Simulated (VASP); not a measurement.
# SbAsSe4 (P1) in VASP: single point with PBEsol

Aim: the single point of SbAsSe4 with PBEsol.

Everything below comes from runs of VASP 6.6.1. Logs are shortened: lines on timing, memory, paths and dates and some standing lists are left out, and cuts for length are marked.

### 1 The cell of the first run

The typed cell holds 6 atoms: a = 5.768 Å, b = 4.500 Å, c = 6.803 Å, α = 104.41°, β = 65.58°, γ = 116.52°.

### 2 Single point, PBEsol

INCAR reads:

```
PREC = Accurate ; ENCUT = 520
EDIFF = 1E-6 ; ISMEAR = -1
SIGMA = 0.05 ; LREAL = F
LASPH = T ; NELM = 80
ALGO = Normal ; ISIF = 2
LWAVE = F ; LCHARG = F
GGA = PS ; NBANDS = 26
```

KPOINTS reads:

```
Automatic mesh
0
Gamma
  4 4 2
```

POSCAR reads:

```
SbAsSe4
1.0
    5.5857434354     -1.1200235117      0.9049370113
   -1.1424608151      4.3353639218     -0.3886308262
    1.6993885610     -0.7223753093      6.5476889995
Sb As Se
1 1 4
Direct
    0.1300024815      0.1597212299     -0.1178094413
    0.7465099515      0.4083304289      0.2336944486
    0.6556590598      0.5659644485      0.9647072787
    0.1435330566      0.9233824315      0.2376181632
    0.4062939036     -0.2774911174      0.5933623131
   -0.1001712289      0.2229966145      0.5868790014
```

Potentials or basis: VASP PAW PBE potentials, release 64 (Sb, As, Se).

Started as:

```console
$ cat potpaw_PBE.64/Sb/POTCAR potpaw_PBE.64/As/POTCAR potpaw_PBE.64/Se/POTCAR > POTCAR
$ mpirun -np 1 vasp_std > vasp.out
```

OUTCAR:

```text
PREC = Accurate
   ENCUT = 520
   EDIFF = 1E-6
   ISMEAR = -1
   LREAL = F
   LASPH = T
   NELM = 80
   ISIF = 2
   GGA = PS

 ion  position               nearest neighbor table
   1  0.130  0.160  0.882-   3 2.81   2 2.89   4 2.91   5 2.93   6 2.95   3 2.97   5 3.02
   2  0.747  0.408  0.234-   3 2.43   4 2.43   1 2.89
   3  0.656  0.566  0.965-   2 2.43   1 2.81   1 2.97
   4  0.144  0.923  0.238-   2 2.43   6 2.60   1 2.91
   5  0.406  0.723  0.593-   6 2.72   6 2.79   1 2.93   1 3.02
   6  0.900  0.223  0.587-   4 2.60   5 2.72   5 2.79   1 2.95

  LATTYP: Found a triclinic cell.
 ALAT       =     4.5001812150
 B/A-ratio  =     2.0093949882
 C/A-ratio  =     1.2241460095
 COS(alpha) =     0.0010829823
 COS(beta)  =     0.3494315828
 COS(gamma) =     0.6848634745

  Lattice vectors:

 A1 = (   1.1424608151,  -4.3353639218,   0.3886308262)
 A2 = (   2.8418493761,  -5.0577392311,   6.9363198257)
 A3 = (  -4.4432826203,  -3.2153404101,  -0.5163061851)

Analysis of symmetry for initial positions (statically):
=====================================================================
 Subroutine PRICEL returns:
 Original cell was already a primitive cell.

 Routine SETGRP: Setting up the symmetry group for a
 triclinic supercell.

 Subroutine GETGRP returns: Found  1 space group operations
 (whereof  1 operations were pure point group operations)
 out of a pool of  2 trial point group operations.

The static configuration has the point symmetry C_1 .

Analysis of symmetry for dynamics (positions and initial velocities):
=====================================================================
 Subroutine PRICEL returns:
 Original cell was already a primitive cell.

 Routine SETGRP: Setting up the symmetry group for a
 triclinic supercell.

 Subroutine GETGRP returns: Found  1 space group operations
 (whereof  1 operations were pure point group operations)
 out of a pool of  2 trial point group operations.

The dynamic configuration has the point symmetry C_1 .

 Subroutine INISYM returns: Found  1 space group operations
 (whereof  1 operations are pure point group operations),
 and found     1 'primitive' translations

----------------------------------------------------------------------------------------

                                     Primitive cell

  volume of cell :     143.4333

  direct lattice vectors                    reciprocal lattice vectors
     5.585743435 -1.120023512  0.904937011     0.195950786  0.047548519 -0.045611306
    -1.142460815  4.335363922 -0.388630826     0.046571188  0.244265868  0.014861593
     1.699388561 -0.722375309  6.547689000    -0.024317606  0.007926588  0.159911540

  length of vectors
     5.768352745  4.500181215  6.803085976     0.206731622  0.249109528  0.161944056

  position of ions in fractional coordinates (direct lattice)
     0.130002482  0.159721230  0.882190559
     0.746509952  0.408330429  0.233694449
     0.655659060  0.565964448  0.964707279
     0.143533057  0.923382432  0.237618163
     0.406293904  0.722508883  0.593362313
     0.899828771  0.222996614  0.586879001

  ion indices of the primitive-cell ions
   primitive index   ion index
                 1           1
                 2           2
                 3           3
                 4           4
                 5           5
                 6           6

----------------------------------------------------------------------------------------

 KPOINTS: Automatic mesh

Automatic generation of k-mesh.
 Grid dimensions read from file:
 generate k-points for:    4    4    2

 Generating k-lattice:

  Cartesian coordinates                     Fractional coordinates (reciprocal lattice)
     0.048987697  0.011887130 -0.011402827     0.250000000  0.000000000  0.000000000
     0.011642797  0.061066467  0.003715398     0.000000000  0.250000000  0.000000000
    -0.012158803  0.003963294  0.079955770     0.000000000 -0.000000000  0.500000000

  Length of vectors
     0.051682906  0.062277382  0.080972028

  Shift w.r.t. Gamma in fractional coordinates (k-lattice)
     0.000000000  0.000000000  0.000000000

 Subroutine IBZKPT returns following result:
 ===========================================

 Found     20 irreducible k-points:

 Following reciprocal coordinates:
            Coordinates               Weight
  0.000000  0.000000  0.000000      1.000000
  0.250000  0.000000  0.000000      2.000000
  0.500000  0.000000  0.000000      1.000000
 -0.000000  0.250000  0.000000      2.000000
  0.250000  0.250000  0.000000      2.000000
  0.500000  0.250000  0.000000      2.000000
[... 12 lines left out ...]
  0.250000  0.500000  0.500000      2.000000
  0.500000  0.500000  0.500000      1.000000
   k-points           NKPTS =     20   k-points in BZ     NKDIM =     20   number of bands    NBANDS=     26
   number of dos      NEDOS =    301   number of ions     NIONS =      6
   total plane-waves  NPLWV =  93312
   dimension x,y,z NGX =    48 NGY =   36 NGZ =   54
   dimension x,y,z NGXF=    96 NGYF=   72 NGZF=  108
   ions per type =               1   1   4
   NGX,Y,Z   is equivalent  to a cutoff of  13.83, 13.30, 13.20 a.u.
   NGXF,Y,Z  is equivalent  to a cutoff of  27.67, 26.60, 26.39 a.u.
 SYSTEM =  unknown system
   PREC   = accura    normal or accurate (medium, high low for compatibility)
   ISTART =      0    job   : 0-new  1-cont  2-samecut
   ICHARG =      2    charge: 1-file 2-atom 10-const
   ISPIN  =      1    spin polarized calculation?
   LNONCOLLINEAR =      F non collinear calculations
   LSORBIT =      F    spin-orbit coupling
   LASPH  =      T    aspherical Exc in radial PAW
   ENCUT  =  520.0 eV  38.22 Ry    6.18 a.u.  10.73  8.37 12.65*2*pi/ulx,y,z
   NELM   =     80;   NELMIN=  2; NELMDL= -5     # of ELM steps
   EDIFF  = 0.1E-05   stopping-criterion for ELM
   LREAL  =      F    real-space projection
   EDIFFG = 0.1E-04   stopping-criterion for IOM
   NSW    =      0    number of steps for IOM
   IBRION =     -1    ionic relax: 0-MD 1-quasi-New 2-CG
   NFREE  =      0    steps in history (QN), initial steepest desc. (CG)
   ISIF   =      2    stress and relaxation
   ISYM   =      2    0-nonsym 1-usesym 2-fastsym
   POTIM  = 0.5000    time-step for ionic-motion
   TEBEG  =    0.0;   TEEND  =   0.0 temperature during run
   PSTRESS=    0.0 pullay stress
   NELECT =      34.0000    total number of electrons
   NUPDOWN=      -1.0000    fix difference up-down
   EMIN   =  10.00;   EMAX   =-10.00  energy-range for DOS
   EFERMI =   0.00;   METHOD = LEGACY
   ISMEAR =    -1;   SIGMA  =   0.05  broadening in eV -4-tet -1-fermi 0-gaus
   EFERMI_NEDOS =   21; number of points for ismear=-14 and -15
   IALGO  =     38    algorithm
   IMIX   =      4    mixing-type and parameters
     AMIX     =   0.40;   BMIX     =  1.00
     AMIX_MAG =   1.60;   BMIX_MAG =  1.00
  volume/ion in A,a.u.               =      23.91       161.32
  Fermi-wavevector in a.u.,A,eV,Ry     =   1.013175  1.914623 13.966699  1.026523
  Thomas-Fermi vector in A             =   2.146328
   LORBIT       =      0    0 simple, 1 ext, 2 COOP (PROOUT), +10 PAW based schemes
   GGA     = PS    functional components
   LHFCALC =     F    Hartree Fock is set to
   AEXX    =    0.0000 exact exchange contribution
   IVDW    =     0    specifies the selected vdW correction
   LEPSILON=     F    determine dielectric tensor
   LRPA    =     F    only Hartree local field effects (RPA)
 non-spin polarized calculation
  energy-cutoff  :      520.00
  volume of cell :      143.43
 maximum number of plane-waves:      3877
 NGX is ok and might be reduce to    48
   NGX = 21   NGY = 17   NGZ = 25

 number of electron      34.0000000 magnetization

 Free energy of the ion-electron system (eV)
  ---------------------------------------------------
  ext. energy  EPLUGINS =         0.00000000
  ---------------------------------------------------
  free energy    TOTEN  =       -25.31166900 eV

  energy without entropy =      -25.30362997  energy(sigma->0) =      -25.30764948

 E-fermi :   5.0080     XC(G=0):  -9.9033

 val. band max:        4.9237933186   @ k =   0.5000   0.5000   0.5000
 cond. band min:       5.0742148947   @ k =  -0.2500   0.2500   0.0000
 fundamental gap:      0.1504215761
 Fermi energy:         5.0079698180

 k-point     1 :       0.0000    0.0000    0.0000
  band No.  band energies     occupation
      1     -10.6201      2.00000
      2      -8.5578      2.00000
      3      -8.0983      2.00000
      4      -6.8470      2.00000
      5      -4.9113      2.00000
      6      -3.8858      2.00000
[... 18 lines left out ...]
     25      10.3667      0.00000
     26      11.1221      0.00000

 k-point     2 :       0.2500    0.0000    0.0000
  band No.  band energies     occupation
      1     -10.3571      2.00000
      2      -8.5486      2.00000
      3      -8.2270      2.00000
      4      -7.3957      2.00000
      5      -5.2492      2.00000
      6      -3.8791      2.00000
[... 18 lines left out ...]
     25      10.1042      0.00000
     26      10.6206      0.00000

 k-point     3 :       0.5000    0.0000    0.0000
  band No.  band energies     occupation
      1      -9.9223      2.00000
      2      -8.8472      2.00000
      3      -8.2477      2.00000
      4      -7.8904      2.00000
      5      -5.2834      2.00000
      6      -4.1331      2.00000
[... 456 lines left out ...]
 k-point    19 :       0.2500    0.5000    0.5000
  band No.  band energies     occupation
      1      -9.7830      2.00000
      2      -8.6079      2.00000
      3      -8.1977      2.00000
      4      -7.4080      2.00000
      5      -6.0924      2.00000
      6      -3.6298      2.00000
[... 18 lines left out ...]
     25      10.8573      0.00000
     26      11.9083      0.00000

 k-point    20 :       0.5000    0.5000    0.5000
  band No.  band energies     occupation
      1      -9.9675      2.00000
      2      -8.6548      2.00000
      3      -8.1966      2.00000
      4      -6.9587      2.00000
      5      -5.9840      2.00000
      6      -2.9573      2.00000
[... 18 lines left out ...]
     25      10.2152      0.00000
     26      12.0272      0.00000

------------------------ aborting loop because EDIFF is reached ----------------------------------------

  FORCE on cell =-STRESS in cart. coord.  units (eV):
  Direction    XX          YY          ZZ          XY          YZ          ZX
  --------------------------------------------------------------------------------------
  -------------------------------------------------------------------------------------
  Total        0.1089416      0.1400563      0.1444635      0.0185493      0.0010715      0.0084486
  in kB        1.2168985      1.5644547      1.6136842      0.2071988      0.0119691      0.0943728
  external PRESSURE =       1.4650125 kB  Pullay stress =       0.0000000 kB

 VOLUME and BASIS-vectors are now :
 -----------------------------------------------------------------------------
  energy-cutoff  :      520.00
  volume of cell :      143.43
      direct lattice vectors                 reciprocal lattice vectors
     5.585743435 -1.120023512  0.904937011     0.195950786  0.047548519 -0.045611306
    -1.142460815  4.335363922 -0.388630826     0.046571188  0.244265868  0.014861593
     1.699388561 -0.722375309  6.547689000    -0.024317606  0.007926588  0.159911540

 POSITION                                       TOTAL-FORCE (eV/Angst)
 -----------------------------------------------------------------------------------
      2.04287     -0.09043      5.83188         0.009603      0.009470     -0.010265
      4.10045      0.76534      2.04701        -0.016334     -0.051994      0.034726
      4.65516      1.02243      6.68998        -0.026278      0.015508     -0.030496
      0.15062      3.67079      1.32688         0.036554      0.023454     -0.003795
      2.45237      2.24865      3.97203        -0.004463     -0.004634      0.002157
      5.76878     -0.46500      4.57033         0.000918      0.008196      0.007672
 -----------------------------------------------------------------------------------
    total drift:                                0.000679      0.000250      0.000561

  FREE ENERGIE OF THE ION-ELECTRON SYSTEM (eV)
  ---------------------------------------------------
  free  energy   TOTEN  =       -25.3116689970 eV

  energy  without entropy=      -25.3036299673  energy(sigma->0) =      -25.30764948
```

It took 39 s on 1 thread of Intel Xeon 6975P-C (Granite Rapids), shared host; peak memory 0.31 GiB.

What came out:

```yaml
Free_energy: -25.3117 eV
Pressure: 0.1 GPa
Largest_force: 0.065 eV/Å
Band_gap_on_the_k_mesh: zero (bands 17 and 18 overlap by 1.53 eV)
```

Forces in eV/Å, atoms in the order of the input:
```
Sb   0.010  0.009 -0.010
As  -0.016 -0.052  0.035
Se  -0.026  0.016 -0.030
Se   0.037  0.023 -0.004
Se  -0.004 -0.005  0.002
Se   0.001  0.008  0.008
```

Caveat: the k points lie up to 0.50 Å⁻¹ apart, too coarse for converged energies and pressures of a metal; the PAW data sets were made with another functional, which shifts forces and pressure a little; spin-orbit coupling is left out, which moves the levels of the heavy elements.

The gap in the log of VASP goes by the Fermi energy; the results here count the filled bands.